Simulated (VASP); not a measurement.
# Ti (Pm-3m) in VASP: further runs

Runs on Ti. Level: PBEsol. Tasks: single point, relaxation of cell and atoms.

All numbers are computed with VASP 6.6.1; they aren't measurements. Logs are shortened: lines on timing, memory, paths and dates and some standing lists are left out, and cuts for length are marked.

### Step 1. The cell of the first run

Symmetry: Pm-3m, No. 221, cubic system. Conventional cell: a = 2.590 Å, b = 2.590 Å, c = 2.590 Å, α = 90.00°, β = 90.00°, γ = 90.00°. Ti (site symmetry m-3m) has 6 Ti at 2.59 Å within 3.4 Å.

### Step 2. Single point, PBEsol

INCAR

```
PREC = Accurate
ENCUT = 520
EDIFF = 1E-6
ISMEAR = 1
SIGMA = 0.1
LREAL = F
LASPH = T
NELM = 80
ALGO = Normal
ISIF = 2
LWAVE = F
LCHARG = F
GGA = PS
NBANDS = 12
```

KPOINTS

```
regular mesh
0
Gamma
  9 9 9
```

POSCAR

```
Ti
1.0
    2.5904155872      0.0000000000      0.0000000000
    0.0000000000      2.5904155872      0.0000000000
    0.0000000000      0.0000000000      2.5904155872
Ti
1
Direct
    0.0000000000      0.0000000000      0.0000000000
```

Potentials or basis: VASP PAW PBE potentials, release 64 (Ti_sv).

Command:

```console
> cat potpaw_PBE.64/Ti_sv/POTCAR > POTCAR
> mpirun -np 1 vasp_std > vasp.out
```

OUTCAR:

```text
PREC = Accurate
   ENCUT = 520
   EDIFF = 1E-6
   ISMEAR = 1
   LREAL = F
   LASPH = T
   NELM = 80
   ISIF = 2
   GGA = PS

 ion  position               nearest neighbor table
   1  0.000  0.000  0.000-

  LATTYP: Found a simple cubic cell.
 ALAT       =     2.5904155872

  Lattice vectors:

 A1 = (   2.5904155872,   0.0000000000,   0.0000000000)
 A2 = (   0.0000000000,   2.5904155872,   0.0000000000)
 A3 = (   0.0000000000,   0.0000000000,   2.5904155872)

Analysis of symmetry for initial positions (statically):
=====================================================================
 Subroutine PRICEL returns:
 Original cell was already a primitive cell.

 Routine SETGRP: Setting up the symmetry group for a
 simple cubic supercell.

 Subroutine GETGRP returns: Found 48 space group operations
 (whereof 48 operations were pure point group operations)
 out of a pool of 48 trial point group operations.

The static configuration has the point symmetry O_h .

Analysis of symmetry for dynamics (positions and initial velocities):
=====================================================================
 Subroutine PRICEL returns:
 Original cell was already a primitive cell.

 Routine SETGRP: Setting up the symmetry group for a
 simple cubic supercell.

 Subroutine GETGRP returns: Found 48 space group operations
 (whereof 48 operations were pure point group operations)
 out of a pool of 48 trial point group operations.

The dynamic configuration has the point symmetry O_h .

 Subroutine INISYM returns: Found 48 space group operations
 (whereof 48 operations are pure point group operations),
 and found     1 'primitive' translations

----------------------------------------------------------------------------------------

                                     Primitive cell

  volume of cell :      17.3823

  direct lattice vectors                    reciprocal lattice vectors
     2.590415587  0.000000000  0.000000000     0.386038443  0.000000000  0.000000000
     0.000000000  2.590415587  0.000000000     0.000000000  0.386038443  0.000000000
     0.000000000  0.000000000  2.590415587     0.000000000  0.000000000  0.386038443

  length of vectors
     2.590415587  2.590415587  2.590415587     0.386038443  0.386038443  0.386038443

  position of ions in fractional coordinates (direct lattice)
     0.000000000  0.000000000  0.000000000

  ion indices of the primitive-cell ions
   primitive index   ion index
                 1           1

----------------------------------------------------------------------------------------

 KPOINTS: regular mesh

Automatic generation of k-mesh.
 Grid dimensions read from file:
 generate k-points for:    9    9    9

 Generating k-lattice:

  Cartesian coordinates                     Fractional coordinates (reciprocal lattice)
     0.042893160  0.000000000  0.000000000     0.111111111  0.000000000  0.000000000
     0.000000000  0.042893160  0.000000000     0.000000000  0.111111111  0.000000000
     0.000000000  0.000000000  0.042893160     0.000000000  0.000000000  0.111111111

  Length of vectors
     0.042893160  0.042893160  0.042893160

  Shift w.r.t. Gamma in fractional coordinates (k-lattice)
     0.000000000  0.000000000  0.000000000

 Subroutine IBZKPT returns following result:
 ===========================================

 Found     35 irreducible k-points:

 Following reciprocal coordinates:
            Coordinates               Weight
  0.000000  0.000000  0.000000      1.000000
  0.111111  0.000000  0.000000      6.000000
  0.222222  0.000000  0.000000      6.000000
  0.333333  0.000000  0.000000      6.000000
  0.444444  0.000000  0.000000      6.000000
  0.111111  0.111111  0.000000     12.000000
[... 16 lines left out ...]
  0.333333  0.333333  0.111111     24.000000
  0.444444  0.333333  0.111111     48.000000
 [... further k-points ...]
   k-points           NKPTS =     35   k-points in BZ     NKDIM =     35   number of bands    NBANDS=     12
   number of dos      NEDOS =    301   number of ions     NIONS =      1
   total plane-waves  NPLWV =   8000
   dimension x,y,z NGX =    20 NGY =   20 NGZ =   20
   dimension x,y,z NGXF=    40 NGYF=   40 NGZF=   40
   ions per type =               1
   NGX,Y,Z   is equivalent  to a cutoff of  12.84, 12.84, 12.84 a.u.
   NGXF,Y,Z  is equivalent  to a cutoff of  25.67, 25.67, 25.67 a.u.
 SYSTEM =  unknown system
   PREC   = accura    normal or accurate (medium, high low for compatibility)
   ISTART =      0    job   : 0-new  1-cont  2-samecut
   ICHARG =      2    charge: 1-file 2-atom 10-const
   ISPIN  =      1    spin polarized calculation?
   LNONCOLLINEAR =      F non collinear calculations
   LSORBIT =      F    spin-orbit coupling
   LASPH  =      T    aspherical Exc in radial PAW
   ENCUT  =  520.0 eV  38.22 Ry    6.18 a.u.   4.82  4.82  4.82*2*pi/ulx,y,z
   NELM   =     80;   NELMIN=  2; NELMDL= -5     # of ELM steps
   EDIFF  = 0.1E-05   stopping-criterion for ELM
   LREAL  =      F    real-space projection
[... 7 lines left out ...]
   TEBEG  =    0.0;   TEEND  =   0.0 temperature during run
   PSTRESS=    0.0 pullay stress
   NELECT =      12.0000    total number of electrons
   NUPDOWN=      -1.0000    fix difference up-down
   EMIN   =  10.00;   EMAX   =-10.00  energy-range for DOS
   EFERMI =   0.00;   METHOD = LEGACY
   ISMEAR =     1;   SIGMA  =   0.10  broadening in eV -4-tet -1-fermi 0-gaus
   EFERMI_NEDOS =   21; number of points for ismear=-14 and -15
   IALGO  =     38    algorithm
   IMIX   =      4    mixing-type and parameters
     AMIX     =   0.40;   BMIX     =  1.00
     AMIX_MAG =   1.60;   BMIX_MAG =  1.00
  volume/ion in A,a.u.               =      17.38       117.30
  Fermi-wavevector in a.u.,A,eV,Ry     =   1.446880  2.734206 28.483270  2.093461
  Thomas-Fermi vector in A             =   2.564898
   LORBIT       =      0    0 simple, 1 ext, 2 COOP (PROOUT), +10 PAW based schemes
   GGA     = PS    functional components
   LHFCALC =     F    Hartree Fock is set to
   AEXX    =    0.0000 exact exchange contribution
   IVDW    =     0    specifies the selected vdW correction
   LEPSILON=     F    determine dielectric tensor
   LRPA    =     F    only Hartree local field effects (RPA)
 non-spin polarized calculation
 Methfessel and Paxton  Order N= 1 SIGMA  =   0.10
  energy-cutoff  :      520.00
  volume of cell :       17.38
 maximum number of plane-waves:       480
 NGX is ok and might be reduce to    20
   NGX =  9   NGY =  9   NGZ =  9

 number of electron      12.0000001 magnetization

 Free energy of the ion-electron system (eV)
  ---------------------------------------------------
  ext. energy  EPLUGINS =         0.00000000
  ---------------------------------------------------
  free energy    TOTEN  =        -7.52209789 eV

  energy without entropy =       -7.52072702  energy(sigma->0) =       -7.52164093

 E-fermi :   7.9803     XC(G=0): -11.5278

 val. band max:        7.9755627937   @ k =   0.4444   0.3333   0.1111
 cond. band min:       8.0214227260   @ k =   0.3333   0.0000   0.0000
 fundamental gap:      0.0458599323
 Fermi energy:         7.9802716268

 k-point     1 :       0.0000    0.0000    0.0000
  band No.  band energies     occupation
      1     -48.2782      2.00000
      2     -24.0718      2.00000
      3     -24.0718      2.00000
      4     -24.0718      2.00000
      5       2.1521      2.00000
      6       6.6004      2.00000
      7       6.6004      2.00000
      8      12.1651      0.00000
      9      12.1651      0.00000
     10      12.1651      0.00000
     11      24.2600      0.00000
     12      24.2600      0.00000

 k-point     2 :       0.1111    0.0000    0.0000
  band No.  band energies     occupation
      1     -48.2602      2.00000
      2     -24.1980      2.00000
      3     -24.0610      2.00000
      4     -24.0610      2.00000
      5       2.4845      2.00000
      6       6.6832      2.00000
      7       6.8489      2.00000
      8      11.8814      0.00000
      9      11.8814      0.00000
     10      12.1864      0.00000
     11      22.1937      0.00000
     12      24.7936      0.00000

 k-point     3 :       0.2222    0.0000    0.0000
  band No.  band energies     occupation
      1     -48.2145      2.00000
      2     -24.5104      2.00000
      3     -24.0336      2.00000
      4     -24.0336      2.00000
      5       3.3916      2.00000
      6       6.9008      2.00000
      7       7.4704      2.00000
      8      11.2316      0.00000
      9      11.2316      0.00000
     10      12.2407      0.00000
     11      19.2118      0.00000
     12      26.2006      0.00000
[... 286 lines left out ...]
 k-point    23 :       0.3333    0.3333    0.1111
  band No.  band energies     occupation
      1     -48.0329      2.00000
      2     -24.7440      2.00000
      3     -24.7182      2.00000
      4     -24.0501      2.00000
      5       5.7868      2.00000
      6       7.7789      2.01529
      7       9.6636     -0.00000
      8       9.8735     -0.00000
      9      10.9376      0.00000
     10      11.6863      0.00000
     11      17.7684      0.00000
     12      20.7038      0.00000

 k-point    24 :       0.4444    0.3333    0.1111
  band No.  band energies     occupation
      1     -47.9996      2.00000
      2     -24.9381      2.00000
      3     -24.6994      2.00000
      4     -24.0290      2.00000
      5       5.7322      2.00000
      6       7.9756      1.07960
      7       9.6031     -0.00000
      8       9.8641     -0.00000
      9      11.2663      0.00000
     10      13.1217      0.00000
     11      16.0385      0.00000
     12      21.2097      0.00000

 [... further k-points ...]
[... 5 lines left out ...]
  --------------------------------------------------------------------------------------
  -------------------------------------------------------------------------------------
  Total       -0.0042036     -0.0042036     -0.0042036      0.0000000      0.0000000     -0.0000000
  in kB       -0.3874535     -0.3874535     -0.3874535      0.0000000      0.0000000     -0.0000000
  external PRESSURE =      -0.3874535 kB  Pullay stress =       0.0000000 kB

 VOLUME and BASIS-vectors are now :
 -----------------------------------------------------------------------------
  energy-cutoff  :      520.00
  volume of cell :       17.38
      direct lattice vectors                 reciprocal lattice vectors
     2.590415587  0.000000000  0.000000000     0.386038443  0.000000000  0.000000000
     0.000000000  2.590415587  0.000000000     0.000000000  0.386038443  0.000000000
     0.000000000  0.000000000  2.590415587     0.000000000  0.000000000  0.386038443

 POSITION                                       TOTAL-FORCE (eV/Angst)
 -----------------------------------------------------------------------------------
      0.00000      0.00000      0.00000         0.000000      0.000000      0.000000
 -----------------------------------------------------------------------------------
    total drift:                                0.000000      0.000000      0.000000

  FREE ENERGIE OF THE ION-ELECTRON SYSTEM (eV)
  ---------------------------------------------------
  free  energy   TOTEN  =        -7.5220978904 eV

  energy  without entropy=       -7.5207270208  energy(sigma->0) =       -7.52164093
```

Run time: 3.9 s. Hardware: 1 thread of Intel Xeon 6975P-C, shared host; peak memory 0.12 GiB.

What came out:

| Item | Value |
| --- | --- |
| Free energy | -7.5221 eV |
| Pressure | 0.0 GPa |
| Band gap on the k mesh | zero (band 6 reaches 8.51 eV, above the bottom of band 7 at 6.60 eV) |

Caveat: the PAW data sets were made with another functional, which shifts forces and pressure a little.

### Step 3. Relaxation of cell and atoms, PBEsol

This run uses another cell than the first one, of 19.47 Å³/atom, 1.120 times its volume.

INCAR

```
PREC = Accurate
ENCUT = 600
EDIFF = 1E-6
ISMEAR = 1
SIGMA = 0.1
LREAL = F
LASPH = T
NELM = 80
ALGO = Normal
ISIF = 3
LWAVE = F
LCHARG = F
GGA = PS
IBRION = 2
NSW = 80
EDIFFG = -0.03
```

KPOINTS

```
Automatic mesh
0
Gamma
  9 9 9
```

POSCAR

```
Ti
1.0
    2.6900000000      0.0000000000      0.0000000000
    0.0000000000      2.6900000000      0.0000000000
    0.0000000000      0.0000000000      2.6900000000
Ti
1
Direct
    0.0000000000      0.0000000000      0.0000000000
```

Potentials or basis: VASP PAW PBE potentials, release 64 (Ti_sv).

Command:

```console
> cat potpaw_PBE.64/Ti_sv/POTCAR > POTCAR
> mpirun -np 1 vasp_std > vasp.out
```

Run time: 9.2 s. Hardware: 1 thread of Intel Xeon 6975P-C, shared host; peak memory 0.15 GiB.

Results (log left out):

| Quantity | Value |
| --- | --- |
| Free energy | -7.5233 eV |
| Relaxed volume | 17.37 Å³/atom |
| Relaxed cell | a = 2.590 Å, b = 2.590 Å, c = 2.590 Å, α = 90.00°, β = 90.00°, γ = 90.00° |
| Space group after relaxing (to 0.05 Å) | Pm-3m (No. 221) |
| Energy gained by relaxing | 56.9 meV/atom |
| Ionic steps | 3 |
| Pressure after relaxing | 0.0 GPa |
| Band gap on the k mesh | zero (band 6 reaches 8.52 eV, above the bottom of band 7 at 6.61 eV) |

Step by step:
| step | energy change (eV) | largest force (eV/Å) | pressure (GPa) | volume (Å³) |
| --- | --- | --- | --- | --- |
| 1 | 0.0000 | 0.0000 | -7.96 | 19.47 |
| 2 | -0.0528 | 0.0000 | 2.79 | 16.87 |
| 3 | -0.0569 | 0.0000 | 0.01 | 17.37 |

Final structure:
```yaml
crystal:
  lattice:
    - [2.58983, 0.00000, 0.00000]
    - [0.00000, 2.58983, 0.00000]
    - [0.00000, 0.00000, 2.58983]
  atoms:
    - { symbol: Ti, position: [0.00000, 0.00000, 0.00000] }
```

Levels at points of the mesh, in eV from the Fermi level:
```
           k point  band 2  band 3  band 4  band 5  band 6  band 7  band 8  band 9  band 10
(0.00, 0.00, 0.00)  -32.05  -32.05  -32.05   -5.83   -1.38   -1.38    4.19    4.19     4.19
```

Caveat: the PAW data sets were made with another functional, which shifts forces and pressure a little.

(Continued in part 2 of 2.)
